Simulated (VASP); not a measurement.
# TiO2 in VASP: settings compared, part 2 of 2

VASP 6.6.1.

### 3 Single point, r2SCAN+rVV10

Contents of POSCAR:

```
TiO2
1.0
    2.6694727569     -2.6695122311     -0.0201199553
    2.6694727569      2.6695122311     -0.0201199553
   -2.6336133918      0.0000000000      4.7849878006
Ti O
2 4
Direct
    0.1249961872      0.8750038128      0.2500000000
    0.8750038128      0.1249961872      0.7500000000
    0.3330616008      0.0830400398      0.6661153346
    0.6669383992      0.9169599602      0.3338846654
    0.9169599602      0.6669383992      0.8338846654
    0.0830400398      0.3330616008      0.1661153346
```

Contents of INCAR.step1:

```
  PREC = Accurate
  ENCUT = 520
  ISMEAR = 0
  SIGMA = 0.02
  LREAL = False
  LASPH = True
  NELM = 60
  NBANDS = 33
  GGA = PE
  ALGO = Normal
  EDIFF = 1E-4
  LWAVE = True
  LCHARG = False
```

Contents of INCAR.step2:

```
  PREC = Accurate
  ENCUT = 520
  EDIFF = 1E-6
  ISMEAR = 0
  SIGMA = 0.02
  LREAL = False
  LASPH = True
  NELM = 60
  ALGO = Normal
  ISIF = 2
  LWAVE = False
  LCHARG = True
  METAGGA = R2SCAN
  LMIXTAU = True
  LUSE_VDW = True
  IVDW_NL = 2
  BPARAM = 11.95
  CPARAM = 0.0093
  LELF = True
  LVHAR = True
  NBANDS = 33
  ISTART = 1
```

Contents of KPOINTS:

```
regular mesh
0
Gamma
  8 8 6
```

Potentials or basis: VASP PAW PBE potentials, release 64 (Ti_sv, O).

Launch:

```sh
$ cat potpaw_PBE.64/Ti_sv/POTCAR potpaw_PBE.64/O/POTCAR > POTCAR
$ cp INCAR.step1 INCAR
$ mpirun -np 1 vasp_std > vasp.out
$ cp INCAR.step2 INCAR
$ mpirun -np 1 vasp_std > vasp.out
```

OUTCAR:

```text
PREC = Accurate
   ENCUT = 520
   EDIFF = 1E-6
   ISMEAR = 0
   LREAL = False
   LASPH = True
   NELM = 60
   ISIF = 2
   METAGGA = R2SCAN
   IVDW_NL = 2
   BPARAM = 11.95
   ISTART = 1

 ion  position               nearest neighbor table
   1  0.125  0.875  0.250-   4 1.93   6 1.93   6 1.93   4 1.93   3 1.98   5 1.98
   2  0.875  0.125  0.750-   5 1.93   3 1.93   5 1.93   3 1.93   6 1.98   4 1.98
   3  0.333  0.083  0.666-   2 1.93   2 1.93   1 1.98
   4  0.667  0.917  0.334-   1 1.93   1 1.93   2 1.98
   5  0.917  0.667  0.834-   2 1.93   2 1.93   1 1.98
   6  0.083  0.333  0.166-   1 1.93   1 1.93   2 1.98

  Warning from LATTYP: Got some problem with cell dimensions!
  Tried to take original basis but could not verify dimensions!
  LATTYP: Found a base centered monoclinic cell.
 ALAT       =    10.2505228039
 B/A-ratio  =     0.3683018101
 C/A-ratio  =     0.3683018101
 COS(beta)  =    -0.3682944027

  Lattice vectors:

 A1 = (  -0.0358593651,  -2.6695122311,  -4.7648678453)
 A2 = (  -2.7053321220,   0.0000000000,  -4.7447478900)
 A3 = (   2.6694727569,   2.6695122311,  -0.0201199553)

Analysis of symmetry for initial positions (statically):
=====================================================================
 Subroutine PRICEL returns:
 Original cell was already a primitive cell.

 Routine SETGRP: Setting up the symmetry group for a
 base centered monoclinic supercell.

 Subroutine GETGRP returns: Found  2 space group operations
 (whereof  2 operations were pure point group operations)
 out of a pool of  4 trial point group operations.

The static configuration has the point symmetry S_2 .

Analysis of symmetry for dynamics (positions and initial velocities):
=====================================================================
 Subroutine PRICEL returns:
[... 137 lines left out ...]
     AMIX_MAG =   1.60;   BMIX_MAG =  1.00
  volume/ion in A,a.u.               =      11.32        76.39
  Fermi-wavevector in a.u.,A,eV,Ry     =   1.458258  2.755707 28.933000  2.126516
  Thomas-Fermi vector in A             =   2.574963
   LORBIT       =      0    0 simple, 1 ext, 2 COOP (PROOUT), +10 PAW based schemes
   METAGGA = R2SCAN    functional components
   LHFCALC =     F    Hartree Fock is set to
   AEXX    =    0.0000 exact exchange contribution
   IVDW_NL    =     2    kernel type
   BPARAM     =11.9500
   IVDW    =     0    specifies the selected vdW correction
   LEPSILON=     F    determine dielectric tensor
   LRPA    =     F    only Hartree local field effects (RPA)
 non-spin polarized calculation
 Gauss-broadening in eV      SIGMA  =   0.02
  energy-cutoff  :      520.00
  volume of cell :       67.91
 maximum number of plane-waves:      1850
   NGX = 15   NGY = 15   NGZ = 21

 number of electron      47.9999993 magnetization

 Free energy of the ion-electron system (eV)
  ---------------------------------------------------
  ext. energy  EPLUGINS =         0.00000000
  ---------------------------------------------------
  free energy    TOTEN  =       -68.56077169 eV

  energy without entropy =      -68.56077169  energy(sigma->0) =      -68.56077169

 E-fermi :   3.2261     XC(G=0): -11.5651

 val. band max:        3.0382080560   @ k =  -0.3750   0.3750   0.0000
 cond. band min:       5.6149807570   @ k =   0.0000   0.0000   0.0000
 fundamental gap:      2.5767727010
 Fermi energy:         3.2260730798

 k-point     1 :       0.0000    0.0000    0.0000
  band No.  band energies     occupation
      1     -55.4834      2.00000
      2     -55.4215      2.00000
      3     -30.9131      2.00000
      4     -30.6593      2.00000
      5     -30.6593      2.00000
      6     -30.5871      2.00000
[... 853 lines left out ...]
     32      10.0131      0.00000
     33      10.7476      0.00000

 [... further k-points ...]

------------------------ aborting loop because EDIFF is reached ----------------------------------------

  FORCE on cell =-STRESS in cart. coord.  units (eV):
  Direction    XX          YY          ZZ          XY          YZ          ZX
  --------------------------------------------------------------------------------------
  -------------------------------------------------------------------------------------
  Total        0.5753663      0.5756669      0.4941153     -0.0000195     -0.0000015     -0.0009627
  in kB       13.5735080     13.5806004     11.6567087     -0.0004591     -0.0000344     -0.0227104
  external PRESSURE =      12.9369391 kB  Pullay stress =       0.0000000 kB

 VOLUME and BASIS-vectors are now :
 -----------------------------------------------------------------------------
  energy-cutoff  :      520.00
  volume of cell :       67.91
      direct lattice vectors                 reciprocal lattice vectors
     2.669472757 -2.669512231 -0.020119955     0.188083134 -0.187300135  0.103519232
     2.669472757  2.669512231 -0.020119955     0.188083134  0.187300135  0.103519232
    -2.633613392  0.000000000  4.784987801     0.001581707  0.000000000  0.209857506

 POSITION                                       TOTAL-FORCE (eV/Angst)
 -----------------------------------------------------------------------------------
      2.01107      2.00215      1.17613         0.000000     -0.001129     -0.000002
      0.69426     -2.00215      3.56862        -0.000000      0.001129      0.000002
     -0.64352     -0.66744      3.17898        -0.000310      0.000634      0.027058
      3.34885      0.66744      1.56577         0.000310     -0.000634     -0.027058
      2.03204     -0.66744      3.95826         0.000309      0.000632     -0.027055
      0.67329      0.66744      0.78649        -0.000309     -0.000632      0.027055
 -----------------------------------------------------------------------------------
    total drift:                               -0.000000     -0.000000      0.000000

  FREE ENERGIE OF THE ION-ELECTRON SYSTEM (eV)
  ---------------------------------------------------
  free  energy   TOTEN  =       -68.5607716889 eV

  energy  without entropy=      -68.5607716889  energy(sigma->0) =      -68.56077169
```

OSZICAR.step1:

```text
N       E                     dE             d eps       ncg     rms          rms(c)
DAV:   1     0.670032247874E+03    0.67003E+03   -0.24513E+04 12944   0.171E+03
DAV:   2     0.330861986806E+02   -0.63695E+03   -0.59075E+03 14229   0.517E+02
DAV:   3    -0.645713404410E+02   -0.97658E+02   -0.95877E+02 17630   0.192E+02
DAV:   4    -0.707117070672E+02   -0.61404E+01   -0.61282E+01 19867   0.453E+01
DAV:   5    -0.709819716229E+02   -0.27026E+00   -0.27024E+00 16477   0.708E+00    0.324E+01
DAV:   6    -0.539126189925E+02    0.17069E+02   -0.77969E+01 18282   0.891E+01    0.109E+01
DAV:   7    -0.540226006518E+02   -0.10998E+00   -0.14618E+01 17164   0.322E+01    0.956E+00
DAV:   8    -0.538725571247E+02    0.15004E+00   -0.51588E-01 17118   0.625E+00    0.666E+00
DAV:   9    -0.538724878506E+02    0.69274E-04   -0.77309E-01 17993   0.100E+01    0.227E+00
DAV:  10    -0.538285970775E+02    0.43891E-01   -0.34022E-01 17945   0.588E+00    0.916E-01
DAV:  11    -0.538187493103E+02    0.98478E-02   -0.40480E-02 16948   0.137E+00    0.434E-01
DAV:  12    -0.538184521269E+02    0.29718E-03   -0.58389E-03 15569   0.901E-01    0.146E-01
DAV:  13    -0.538181514587E+02    0.30067E-03   -0.10489E-03 17906   0.353E-01    0.268E-02
DAV:  14    -0.538181373674E+02    0.14091E-04   -0.10486E-04 10324   0.978E-02
   1 F= -.53818137E+02 E0= -.53818137E+02  d E =-.119811E-14
```

Run time: 36 min. Hardware: 1 thread of Oxide Virtual Turin-like, shared host; peak memory 0.53 GiB.

Results:

```
Free energy            : -68.5608 eV
Pressure               : 1.3 GPa
Largest force          : 0.027 eV/Å
Band gap on the k mesh : 2.58 eV (least direct gap 2.91 eV)
```

Forces in eV/Å, atoms in the order of the input:
```
Ti   0.000 -0.001  0.000
Ti   0.000  0.001  0.000
O    0.000  0.001  0.027
O    0.000 -0.001 -0.027
O    0.000  0.001 -0.027
O    0.000 -0.001  0.027
```

Stress tensor (GPa, compression positive):
```
1.36 0.00 0.00
0.00 1.36 0.00
0.00 0.00 1.17
```

Caveat: the PAW data sets were made with another functional, which shifts forces and pressure a little.
